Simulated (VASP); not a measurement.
Write the native input for VASP 6.6.1 that does the following.

| Item | Value |
| --- | --- |
| Task | electric field gradients |
| Functional | PBE |
| Potentials or basis | VASP PAW PBE potentials, release 64 (Zr_sv) |
| Cutoff | 400 eV |
| k mesh | 11 × 11 × 6 |
| Occupations | fermi-dirac, width 0.05 eV |
| Spin | no spin polarisation |
| Dipole correction | no |
| Further INCAR settings | ALGO = Normal; EDIFF = 1e-08; NBANDS = 19 |

The structure of Zr lies in POSCAR:

```
Zr
1.0
    3.2320000000      0.0000000000      0.0000000000
   -1.6160000000      2.7989941050      0.0000000000
    0.0000000000      0.0000000000      5.1470000000
Zr
2
Direct
    0.3333333333      0.6666666667      0.2500000000
    0.6666666667      0.3333333333      0.7500000000
```

These files were run (other wordings do the same):

INCAR

```
  PREC = Accurate
  ENCUT = 400
  EDIFF = 1E-8
  ISMEAR = -1
  SIGMA = 0.05
  LREAL = False
  LASPH = True
  NELM = 120
  ALGO = Normal
  ISIF = 2
  LWAVE = False
  LCHARG = False
  GGA = PE
  LEFG = True
  NBANDS = 19
  GGA_COMPAT = False
```

KPOINTS

```
regular mesh
0
Gamma
  11 11 6
```

Potentials or basis: VASP PAW PBE potentials, release 64 (Zr_sv).

Command:

```bash
$ cat potpaw_PBE.64/Zr_sv/POTCAR > POTCAR
$ mpirun -np 1 vasp_std > vasp.out
```

It gave:

The pressure is 0.2 GPa. The band gap on the k mesh is zero (band 12 reaches 9.86 eV, above the bottom of band 13 at 8.84 eV).

Caveat: without QUAD_EFG the Cq values of the log hold for a quadrupole moment of 1 mb, not for the nuclei.

Wall time 29 s on 1 thread of Intel(R) Xeon(R) Platinum 8488C (Sapphire Rapids), on a shared host, peak memory 0.16 GiB.
